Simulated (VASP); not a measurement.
**Ge: single point with PBEsol**

Crystal: Ge.

```xyz
4
Lattice="4.1096 0.0000 0.0000 -2.0548 3.5590 0.0000 0.0000 0.0000 6.2397" Properties=species:S:1:pos:R:3 pbc="T T T"
Ge    2.0548    1.1863    0.3926
Ge    0.0000    2.3727    3.5124
Ge    2.0548    1.1863    2.7273
Ge    0.0000    2.3727    5.8471
```

This cell differs from its parent crystal: ratio of the length along z to the lengths across it x 0.92, volume and fractional coordinates fixed.

```
Program                : VASP 6.6.1
Task                   : single point
Functional             : PBEsol
Potentials or basis    : VASP PAW PBE potentials, release 64 (Ge_d)
Cutoff                 : 520 eV
k mesh                 : 18 × 18 × 8
Occupations            : gaussian, width 0.15 eV
Spin                   : no spin polarisation
Dipole correction      : no
Further INCAR settings : ALGO = Normal; EDIFF = 1e-06; NBANDS = 36
```

The pressure is 0.9 GPa. The largest force is 1.030 eV/Å. The band gap on the k mesh is zero (band 28 reaches 4.85 eV, above the bottom of band 29 at 4.49 eV).

Forces on the atoms (eV/Å):
```
Ge   0.000  0.000 -1.030
Ge   0.000  0.000 -1.030
Ge   0.000  0.000  1.030
Ge   0.000  0.000  1.030
```

Stress tensor (GPa, compression positive):
```
-4.50  0.00  0.00
 0.00 -4.50  0.00
 0.00  0.00 11.80
```

Levels at points of the mesh, in eV from the Fermi level:
| k point | band 26 | band 27 | band 28 | band 29 | band 30 | band 31 |
| --- | --- | --- | --- | --- | --- | --- |
| (0.00, 0.00, 0.00) | -0.78 | -0.10 | 0.09 | 0.28 | 0.28 | 1.86 |
| (0.50, 0.00, 0.00) | -3.27 | -2.89 | -1.15 | 0.18 | 1.93 | 3.42 |
| (0.00, 0.00, 0.50) | -1.05 | -1.05 | -1.05 | 0.30 | 0.30 | 3.20 |
| (0.50, 0.00, 0.50) | -2.45 | -2.21 | -2.21 | 0.61 | 0.61 | 2.46 |

Wall time 3.2 min on 1 thread of Intel(R) Xeon(R) Platinum 8559C (Emerald Rapids), on a shared host, peak memory 0.52 GiB.

Caveat: the PAW data sets were made with another functional, which shifts forces and pressure a little.
